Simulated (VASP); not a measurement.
Set up this calculation in VASP 6.6.1, as the native input.

```
Task                   : single point
Functional             : RPBE
Dispersion             : D4
Potentials or basis    : VASP PAW PBE potentials, release 64 (Mg, O)
Cutoff                 : 520 eV
k mesh                 : 11 × 11 × 11
Occupations            : fermi-dirac, width 0.05 eV
Spin                   : no spin polarisation
Dipole correction      : no
Further INCAR settings : ALGO = Normal; EDIFF = 1e-06; NBANDS = 11
```

The structure of MgO lies in POSCAR:

```
MgO
1.0
    0.0000000000      2.1159636380      2.1159636380
    2.1159636380      0.0000000000      2.1159636380
    2.1159636380      2.1159636380      0.0000000000
Mg O
1 1
Direct
    0.0000000000      0.0000000000      0.0000000000
    0.5000000000      0.5000000000      0.5000000000
```

The input as run:

INCAR

```
  PREC = Accurate
  ENCUT = 520
  EDIFF = 1E-6
  ISMEAR = -1
  SIGMA = 0.05
  LREAL = False
  LASPH = True
  NELM = 80
  ALGO = Normal
  ISIF = 2
  LWAVE = False
  LCHARG = False
  GGA = RP
  IVDW = 13
  NBANDS = 11
```

KPOINTS

```
regular mesh
0
Gamma
  11 11 11
```

Potentials or basis: VASP PAW PBE potentials, release 64 (Mg, O).

Run with:

```console
$ cat potpaw_PBE.64/Mg/POTCAR potpaw_PBE.64/O/POTCAR > POTCAR
$ mpirun -np 1 vasp_std > vasp.out
```

It gave:

```yaml
Pressure: -0.9 GPa
Band_gap_on_the_k_mesh: 4.69 eV, direct
Dispersion_energy_per_atom: -0.355 eV
```

Caveat: the PAW data sets were made with another functional, which shifts forces and pressure a little.

It took 18 s on 1 thread of Intel Xeon 8259CL, with other jobs on the host, peak memory 0.14 GiB.
